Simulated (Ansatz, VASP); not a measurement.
Sn: VASP beside Ansatz

Contents of POSCAR:

```
Sn
1.0
    0.0000000000      3.2844597788      3.2844597788
    3.2844597788      0.0000000000      3.2844597788
    3.2844597788      3.2844597788      0.0000000000
Sn
2
Direct
    0.0000000000      0.0000000000      0.0000000000
    0.2500000000      0.2500000000      0.2500000000
```

The input INCAR.step1:

```
SYSTEM = Sn
ALGO = Normal ; EDIFF = 1E-5
ENCUT = 520 ; GGA = PE
ISIF = 2 ; ISMEAR = -1
LASPH = .TRUE. ; LREAL = .FALSE.
LWAVE = .TRUE. ; NBANDS = 21
NELM = 100 ; PREC = Accurate
SIGMA = 0.02
```

INCAR.step2

```
SYSTEM = Sn
AEXX = 0.1 ; ALGO = Normal
EDIFF = 1E-7 ; ENCUT = 520
GGA = PE ; HFSCREEN = 0.2078
ISIF = 2 ; ISMEAR = -1
ISTART = 1 ; LASPH = .TRUE.
LCHARG = .TRUE. ; LELF = .TRUE.
LHFCALC = .TRUE. ; LREAL = .FALSE.
LVHAR = .TRUE. ; LWAVE = .FALSE.
NBANDS = 21 ; NELM = 100
PREC = Accurate ; PRECFOCK = Normal
SIGMA = 0.02
```

KPOINTS

```
k-points
0
G
  4 4 4
  0 0 0
```

Input for Ansatz:

```yaml
crystal:
  lattice:
    - [0.0, 3.2844597788, 3.2844597788]
    - [3.2844597788, 0.0, 3.2844597788]
    - [3.2844597788, 3.2844597788, 0.0]
  atoms:
    - { symbol: Sn, position: [0.0, 0.0, 0.0] }
    - { symbol: Sn, position: [0.25, 0.25, 0.25] }
kpoints:
  mp_grid: { grid: [4, 4, 4] }
hamiltonian:
  xc:
    exchange: pbe
    correlation: pbe
    exx: { coeff: 0.1, omega: 0.2078 }
scf:
  occupations: { method: fermi_dirac, width: 0.02 }
  n_extra_bands: 4
output:
  forces: true
  stress: true
  eigenvalues: true
```

Alike in both runs: task single point; functional PBE-based screened hybrid with a share of 0.1 of exact exchange and HFSCREEN = 0.2078; k mesh 4 × 4 × 4; occupations fermi-dirac, width 0.02 eV; no spin polarisation.

```csv
,VASP,Ansatz
version,VASP 6.6.1,Ansatz 0.2.0
potentials or method,"VASP PAW PBE potentials, release 64 (Sn_d)",plane waves
plane-wave cutoff (eV),520,420
valence electrons in the cell,28,28
```

Ansatz gave:

* pressure (GPa): 1.4

Question: Which values does VASP return?

Answer: Pressure (GPa): 1.3.

VASP's potentials were made for PBE, not for PBE-based screened hybrid. Ansatz's warnings: filled band counts differ across k points, stress exchange threshold loose, stress scf threshold loose.

The k mesh is coarse, so the values compare programs but aren't converged.
